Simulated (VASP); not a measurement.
Here is a VASP 6.6.1 calculation.

Contents of INCAR:

```
SYSTEM = HfC
ALGO = Normal
EDIFF = 1E-6
ENCUT = 520
ISIF = 2
ISMEAR = -1
LASPH = .True.
LCHARG = .False.
LREAL = .False.
LWAVE = .False.
NBANDS = 14
NELM = 100
PREC = Accurate
SIGMA = 0.08
```

The input KPOINTS:

```
k-points
0
Gamma
  17 17 17
  0 0 0
```

The input POSCAR:

```
HfC
1.0
    0.0000000000      2.1909363157      2.1909363157
    2.1909363157      0.0000000000      2.1909363157
    2.1909363157      2.1909363157      0.0000000000
Hf C
1 1
Direct
    0.0000000000      0.0000000000      0.0000000000
    0.5000000000      0.5000000000      0.5000000000
```

Potentials or basis: VASP PAW LDA potentials, release 64 (Hf_pv, C).

Run with:

```sh
$ cat potpaw_LDA.64/Hf_pv/POTCAR potpaw_LDA.64/C/POTCAR > POTCAR
$ mpirun -np 1 vasp_std > vasp.out
```

Problem. Predict the band gap on the k mesh.

Solution. Zero (bands 7 and 8 overlap by 1.54 eV).

Problem. Predict the pressure.

Solution. 45.1 GPa.

Caveat: the cell stands under pressure; spin-orbit coupling is left out, which moves the levels of the heavy elements.
